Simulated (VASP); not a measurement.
# TiO2 in VASP: single point with r2SCAN

Aim: the single point of TiO2 with r2SCAN.

Program: VASP 6.6.1. These are calculated values, not measurements. Logs are shortened: lines on timing, memory, paths and dates and some standing lists are left out, and cuts for length are marked.

## Step 1: The cell of the first run

The cell holds a slab with vacuum, 15 atoms: a = 3.778 Å, b = 3.778 Å, c = 25.402 Å, α = 90.00°, β = 90.00°, γ = 90.00°.

## Step 2: Single point, r2SCAN

Contents of POSCAR:

```
TiO2
1.0
    3.7779222992      0.0000000000      0.0000000000
    0.0000000000      3.7779222992      0.0000000000
    0.0000000000      0.0000000000     25.4022745262
O Ti
10 5
Direct
    0.5000000000      0.0000000000      0.2945855138
    0.0000000000      0.5000000000      0.3282662630
    0.5000000000      0.5000000000      0.3892992834
    0.0000000000      0.0000000000      0.4218544147
    0.0000000000      0.5000000000      0.4837910394
    0.5000000000      0.0000000000      0.5162089620
    0.0000000000      0.0000000000      0.5781455861
    0.5000000000      0.5000000000      0.6107007160
    0.5000000000      0.0000000000      0.6717337355
    0.0000000000      0.5000000000      0.7054144852
    0.5000000000      0.5000000000      0.3136628705
    0.0000000000      0.5000000000      0.4053690154
    0.0000000000      0.0000000000      0.5000000011
    0.5000000000      0.0000000000      0.5946309852
    0.5000000000      0.5000000000      0.6863371288
```

Contents of INCAR.step1:

```
SYSTEM = TiO2
  PREC = Accurate
  ENCUT = 520
  ISMEAR = 0
  SIGMA = 0.05
  LREAL = Auto
  LASPH = .True.
  NELM = 100
  LDIPOL = .True.
  IDIPOL = 3
  DIPOL = 0.5 0.5 0.500
  NBANDS = 73
  GGA = PE
  ALGO = Normal
  EDIFF = 1E-4
  LWAVE = .True.
  LCHARG = .False.
```

Contents of INCAR.step2:

```
SYSTEM = TiO2
  PREC = Accurate
  ENCUT = 520
  EDIFF = 1E-6
  ISMEAR = 0
  SIGMA = 0.05
  LREAL = Auto
  LASPH = .True.
  NELM = 100
  ALGO = Normal
  ISIF = 2
  LWAVE = .False.
  LCHARG = .False.
  LDIPOL = .True.
  IDIPOL = 3
  DIPOL = 0.5 0.5 0.500
  METAGGA = R2SCAN
  LMIXTAU = .True.
  NBANDS = 73
  ISTART = 1
```

Contents of KPOINTS:

```
regular mesh
0
Gamma
  7 7 1
  0 0 0
```

Potentials or basis: VASP PAW PBE potentials, release 64 (O, Ti_sv).

Run with:

```bash
> cat potpaw_PBE.64/O/POTCAR potpaw_PBE.64/Ti_sv/POTCAR > POTCAR
> cp INCAR.step1 INCAR
> mpirun -np 1 vasp_std > vasp.out
> cp INCAR.step2 INCAR
> mpirun -np 1 vasp_std > vasp.out
```

OUTCAR:

```text
SYSTEM = TiO2
   PREC = Accurate
   ENCUT = 520
   EDIFF = 1E-6
   ISMEAR = 0
   LREAL = Auto
   LASPH = .True.
   NELM = 100
   ISIF = 2
   METAGGA = R2SCAN
   ISTART = 1

 ion  position               nearest neighbor table
   1  0.500  0.000  0.295-  11 1.95  11 1.95
   2  0.000  0.500  0.328-  11 1.93  11 1.93  12 1.96
   3  0.500  0.500  0.389-  11 1.92  12 1.93  12 1.93
   4  0.000  0.000  0.422-  12 1.93  12 1.93  13 1.99
   5  0.000  0.500  0.484-  13 1.93  13 1.93  12 1.99
   6  0.500  0.000  0.516-  13 1.93  13 1.93  14 1.99
   7  0.000  0.000  0.578-  14 1.93  14 1.93  13 1.99
   8  0.500  0.500  0.611-  15 1.92  14 1.93  14 1.93
   9  0.500  0.000  0.672-  15 1.93  15 1.93  14 1.96
  10  0.000  0.500  0.705-  15 1.95  15 1.95
  11  0.500  0.500  0.314-   3 1.92   2 1.93   2 1.93   1 1.95   1 1.95
  12  0.000  0.500  0.405-   3 1.93   3 1.93   4 1.93   4 1.93   2 1.96   5 1.99
  13  0.000  0.000  0.500-   6 1.93   6 1.93   5 1.93   5 1.93   7 1.99   4 1.99
  14  0.500  0.000  0.595-   8 1.93   8 1.93   7 1.93   7 1.93   9 1.96   6 1.99
  15  0.500  0.500  0.686-   8 1.92   9 1.93   9 1.93  10 1.95  10 1.95

  LATTYP: Found a simple tetragonal cell.
 ALAT       =     3.7779222992
 C/A-ratio  =     6.7238742659

  Lattice vectors:

 A1 = (   3.7779222992,   0.0000000000,   0.0000000000)
 A2 = (   0.0000000000,   3.7779222992,   0.0000000000)
 A3 = (   0.0000000000,   0.0000000000,  25.4022745262)

Analysis of symmetry for initial positions (statically):
=====================================================================
 Subroutine PRICEL returns:
 Original cell was already a primitive cell.

 Routine SETGRP: Setting up the symmetry group for a
 simple tetragonal supercell.

 Subroutine GETGRP returns: Found  8 space group operations
 (whereof  8 operations were pure point group operations)
 out of a pool of 16 trial point group operations.

The static configuration has the point symmetry D_2d.

Analysis of symmetry for dynamics (positions and initial velocities):
=====================================================================
 Subroutine PRICEL returns:
 Original cell was already a primitive cell.

 Routine SETGRP: Setting up the symmetry group for a
 simple tetragonal supercell.
[... 132 lines left out ...]
   EFERMI_NEDOS =   21; number of points for ismear=-14 and -15
   IALGO  =     38    algorithm
   IMIX   =      4    mixing-type and parameters
     AMIX     =   0.40;   BMIX     =  1.00
     AMIX_MAG =   1.60;   BMIX_MAG =  1.00
  volume/ion in A,a.u.               =      24.17       163.11
  Fermi-wavevector in a.u.,A,eV,Ry     =   1.132424  2.139971 17.447892  1.282384
  Thomas-Fermi vector in A             =   2.269125
   LORBIT       =      0    0 simple, 1 ext, 2 COOP (PROOUT), +10 PAW based schemes
   METAGGA = R2SCAN    functional components
   LHFCALC =     F    Hartree Fock is set to
   AEXX    =    0.0000 exact exchange contribution
   IVDW    =     0    specifies the selected vdW correction
   LEPSILON=     F    determine dielectric tensor
   LRPA    =     F    only Hartree local field effects (RPA)
 non-spin polarized calculation
 Gauss-broadening in eV      SIGMA  =   0.05
  energy-cutoff  :      520.00
  volume of cell :      362.56
 maximum number of plane-waves:      9790
   NGX = 15   NGY = 15   NGZ = 95

 number of electron     119.9999963 magnetization

 dipolmoment           0.000000      0.000000     -0.000000 electrons x Angstroem

 Free energy of the ion-electron system (eV)
  ---------------------------------------------------
  ext. energy  EPLUGINS =         0.00000000
  ---------------------------------------------------
  free energy    TOTEN  =      -172.37016452 eV

  energy without entropy =     -172.37016452  energy(sigma->0) =     -172.37016452

 E-fermi :  -1.3022     XC(G=0):  -5.8249

 val. band max:       -1.6979394044   @ k =   0.4286   0.4286   0.0000
 cond. band min:       0.1236756610   @ k =   0.0000   0.0000   0.0000
 fundamental gap:      1.8216150654
 Fermi energy:        -1.3021737581

 k-point     1 :       0.0000    0.0000    0.0000
  band No.  band energies     occupation
      1     -61.0709      2.00000
      2     -61.0603      2.00000
      3     -61.0215      2.00000
      4     -60.7451      2.00000
      5     -60.7451      2.00000
      6     -36.4551      2.00000
[... 739 lines left out ...]
     71       2.6997      0.00000
     72       2.7052      0.00000
 [bands above 72 left out]

------------------------ aborting loop because EDIFF is reached ----------------------------------------

 vacuum level on the upper side and lower side of the slab       (xc-potential included)        -0.035        -0.036

  FORCE on cell =-STRESS in cart. coord.  units (eV):
  Direction    XX          YY          ZZ          XY          YZ          ZX
  --------------------------------------------------------------------------------------
  -------------------------------------------------------------------------------------
  Total       -6.0539737     -6.0539737      1.1691612      0.0000000      0.0000000     -0.0000000
  in kB      -26.7529985    -26.7529985      5.1666176      0.0000000      0.0000000     -0.0000000
  external PRESSURE =     -16.1131264 kB  Pullay stress =       0.0000000 kB

 VOLUME and BASIS-vectors are now :
 -----------------------------------------------------------------------------
  energy-cutoff  :      520.00
  volume of cell :      362.56
      direct lattice vectors                 reciprocal lattice vectors
     3.777922299  0.000000000  0.000000000     0.264695756  0.000000000  0.000000000
     0.000000000  3.777922299  0.000000000     0.000000000  0.264695756  0.000000000
     0.000000000  0.000000000 25.402274526     0.000000000  0.000000000  0.039366554

 POSITION                                       TOTAL-FORCE (eV/Angst)
 -----------------------------------------------------------------------------------
      1.88896      0.00000      7.48314        -0.000000      0.000000     -0.026192
      0.00000      1.88896      8.33871         0.000000      0.000000     -0.036364
      1.88896      1.88896      9.88909        -0.000000      0.000000      0.084543
      0.00000      0.00000     10.71606        -0.000000      0.000000     -0.033191
      0.00000      1.88896     12.28939        -0.000000      0.000000      0.031872
      1.88896      0.00000     13.11288         0.000000      0.000000     -0.031872
      0.00000      0.00000     14.68621        -0.000000      0.000000      0.033191
      1.88896      1.88896     15.51319        -0.000000      0.000000     -0.084543
      1.88896      0.00000     17.06356         0.000000      0.000000      0.036364
      0.00000      1.88896     17.91913        -0.000000      0.000000      0.026192
      1.88896      1.88896      7.96775         0.000000     -0.000000     -0.113510
      0.00000      1.88896     10.29730        -0.000000      0.000000     -0.027394
      0.00000      0.00000     12.70114        -0.000000      0.000000     -0.000000
      1.88896      0.00000     15.10498        -0.000000      0.000000      0.027394
      1.88896      1.88896     17.43452        -0.000000      0.000000      0.113510
 -----------------------------------------------------------------------------------
    total drift:                                0.000000      0.000000     -0.000030

  FREE ENERGIE OF THE ION-ELECTRON SYSTEM (eV)
  ---------------------------------------------------
  free  energy   TOTEN  =      -172.3701645212 eV

  energy  without entropy=     -172.3701645212  energy(sigma->0) =     -172.37016452

 vacuum level on the upper side and lower side of the slab         4.760         4.760
```

OUTCAR.step1:

```text
SYSTEM = TiO2
   PREC = Accurate
   ENCUT = 520
   ISMEAR = 0
   LREAL = Auto
   LASPH = .True.
   NELM = 100
   GGA = PE
   EDIFF = 1E-4
[... 1011 lines left out ...]
      1.88896      0.00000     15.10498        -0.000000     -0.000000      0.024158
      1.88896      1.88896     17.43452        -0.000000     -0.000000      0.257966
 -----------------------------------------------------------------------------------
    total drift:                                0.000000      0.000000     -0.000027

  FREE ENERGIE OF THE ION-ELECTRON SYSTEM (eV)
  ---------------------------------------------------
  free  energy   TOTEN  =      -132.8331016785 eV

  energy  without entropy=     -132.8331016785  energy(sigma->0) =     -132.83310168

 vacuum level on the upper side and lower side of the slab         4.431         4.431
```

Run time: 44 min. Hardware: 1 thread of Oxide Virtual Turin-like, shared host; peak memory 0.48 GiB.

What came out:

```yaml
Free_energy: -172.3702 eV
Largest_force: 0.114 eV/Å
Band_gap_on_the_k_mesh: 1.82 eV (least direct gap 2.17 eV)
```

Forces on the atoms (eV/Å):
```
O    0.000  0.000 -0.026
O    0.000  0.000 -0.036
O    0.000  0.000  0.085
O    0.000  0.000 -0.033
O    0.000  0.000  0.032
O    0.000  0.000 -0.032
O    0.000  0.000  0.033
O    0.000  0.000 -0.085
O    0.000  0.000  0.036
O    0.000  0.000  0.026
Ti   0.000  0.000 -0.114
Ti   0.000  0.000 -0.027
Ti   0.000  0.000  0.000
Ti   0.000  0.000  0.027
Ti   0.000  0.000  0.114
```

Caveat: the PAW data sets were made with another functional, which shifts forces and pressure a little.
